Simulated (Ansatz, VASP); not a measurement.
NbTe in VASP and in Ansatz

```
CELL_PARAMETERS angstrom
3.72750 0.00000 0.00000
-1.86375 3.22811 0.00000
0.00000 0.00000 3.71868
ATOMIC_POSITIONS crystal
Te 0.66667 0.33333 0.00000
Nb 0.00000 0.00000 0.50000
```

Alike in both runs: task single point; functional LDA; k mesh 8 × 8 × 7; occupations fermi-dirac, width 0.05 eV; no spin polarisation.

|  | VASP | Ansatz |
| --- | --- | --- |
| version | VASP 6.6.1 | Ansatz 0.2.0 |
| potentials or method | VASP PAW LDA potentials, release 64 (Te, Nb_sv) | Ansatz PAW |
| plane-wave cutoff (eV) | 520 | 420 |
| valence electrons in the cell | 19 | 29 |

```csv
,VASP,Ansatz,Ansatz less VASP
gap on the k mesh at the Fermi level (eV),none,none,-
pressure (GPa),-9.5,-9.5,+0.02
"traceless stress, the component that is largest in VASP (GPa)",-0.91,-0.87,+0.031
```

LDA's correlation is that of Perdew and Zunger in VASP and of Perdew and Wang (1992) in Ansatz. A gap of «none» marks a metal or a gap that the smearing closes. VASP's potentials hold 19 valence electrons a cell and Ansatz's 29, so a difference there can come from the potentials and not from the codes.

Neither program's run includes spin-orbit coupling.
